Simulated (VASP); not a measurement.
Ir: single point with r2SCAN

Crystal: Ir.

```
Ir
1.0
     0.00000    1.92285    1.92285
     1.92285    0.00000    1.92285
     1.92285    1.92285    0.00000
Ir
1
Direct
  0.00000 0.00000 0.00000
```

```yaml
Program: VASP 6.6.1
Task: single point
Functional: r2SCAN
Potentials_or_basis: VASP PAW PBE potentials, release 64 (Ir)
Cutoff: 520 eV
k_mesh: 14 × 14 × 14
Occupations: methfessel-paxton, width 0.01 eV
Spin: no spin polarisation
Dipole_correction: no
Further_INCAR_settings: ALGO = Normal; EDIFF = 1e-07; NBANDS = 10
```

```
Pressure : 2.2 GPa
```

Levels at points of the mesh, in eV from the Fermi level:
| k point | band 2 | band 3 | band 4 | band 5 | band 6 | band 7 |
| --- | --- | --- | --- | --- | --- | --- |
| (0.00, 0.00, 0.00) | -3.86 | -3.86 | -3.86 | -1.17 | -1.17 | 15.22 |
| (0.50, 0.00, 0.00) | -4.01 | -4.01 | -0.58 | 1.03 | 1.03 | 7.72 |
| (0.50, 0.50, 0.00) | -7.46 | 0.94 | 1.67 | 1.67 | 1.89 | 11.11 |

It took 31 s on 1 thread of Intel(R) Xeon(R) Platinum 8488C (Sapphire Rapids), with other jobs on the host, peak memory 0.14 GiB.

Caveat: the PAW data sets were made with another functional, which shifts forces and pressure a little; spin-orbit coupling is left out, which moves the levels of the heavy elements.
